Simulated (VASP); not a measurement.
Bi2Se3, 10 atoms in the cell. It takes space group P2_1/m (No. 11, monoclinic). The conventional cell has a = 7.253 Å, b = 4.187 Å, c = 10.710 Å, α = 90.00°, β = 103.05°, γ = 90.00°. Within 3.7 Å of Bi (site symmetry m) lie 6 Se at 2.84 to 3.08 Å. Bi (site symmetry m) has 6 Se at 2.87 to 3.13 Å within 3.8 Å. Se (site symmetry m) has 6 Bi at 3.08 to 3.13 Å and 12 Se at 4.11 to 4.30 Å within 4.3 Å. Se (site symmetry m) has 3 Bi at 2.89 to 2.93 Å within 3.8 Å. Se (site symmetry m) has 3 Bi at 2.84 to 2.87 Å within 3.7 Å.  This cell differs from its parent crystal: atoms displaced along a vibrational mode.

```yaml
Program: VASP 6.6.1
Task: single point
Functional: PBE
Potentials_or_basis: VASP PAW PBE potentials, release 64 (Bi_d, Se)
Cutoff: 520 eV
k_mesh: 8 × 4 × 4
Occupations: gaussian, width 0.05 eV
Spin: no spin polarisation
Dipole_correction: no
Further_INCAR_settings: ALGO = Normal; EDIFF = 1e-07; NBANDS = 59
```

Potentials or basis: VASP PAW PBE potentials, release 64 (Bi_d, Se).

Launch:

```console
$ cat potpaw_PBE.64/Bi_d/POTCAR potpaw_PBE.64/Se/POTCAR > POTCAR
$ mpirun -np 1 vasp_std > vasp.out
```

Hardware: 1 thread of Oxide Virtual Turin-like Processor, with other jobs on the host.

Question: Estimate the wall time of this run.

Answer: Wall time 25 min on 1 thread of Oxide Virtual Turin-like Processor (shared host), peak memory 0.77 GiB. Counts: scf iterations 16, k points 50.
